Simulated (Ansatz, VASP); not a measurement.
## One calculation of TaN, two programs

```
Ta N
1.0
     2.90658    0.00000    0.00000
    -1.45329    2.51717    0.00000
     0.00000    0.00000    2.85140
Ta N
1 1
Direct
  0.33333 0.66667 0.50000
  0.00000 0.00000 0.00000
```

Alike in both runs: functional LDA; k mesh 12 × 12 × 11; occupations fermi-dirac, width 0.1 eV; no spin polarisation.

Ansatz relaxed the structure, and its values are those at the end. VASP's run is a single point on that final structure, the one shown.

|  | VASP | Ansatz |
| --- | --- | --- |
| version | VASP 6.6.1 | Ansatz 0.2.0 |
| potentials or method | VASP PAW LDA potentials, release 64 (Ta_pv, N), cutoff 520 eV | PAW plane waves |
| valence electrons in the cell | 16 | 18 |

VASP gave:

| Item | Value |
| --- | --- |
| gap on the k mesh at the Fermi level (eV) | none |
| pressure (GPa) | 2.0 |

Question: Estimate Ansatz's values.

Answer: gap on the k mesh at the Fermi level (eV): none; pressure (GPa): 0.0.

Ansatz warns that its potentials were made for another functional, while VASP's fit it. LDA's correlation is that of Perdew and Zunger in VASP and of Perdew and Wang (1992) in Ansatz. A gap of «none» marks a metal or a gap that the smearing closes. VASP's potentials hold 16 valence electrons a cell and Ansatz's 18, so a difference there can come from the potentials and not from the codes.

Spin-orbit coupling is off throughout.
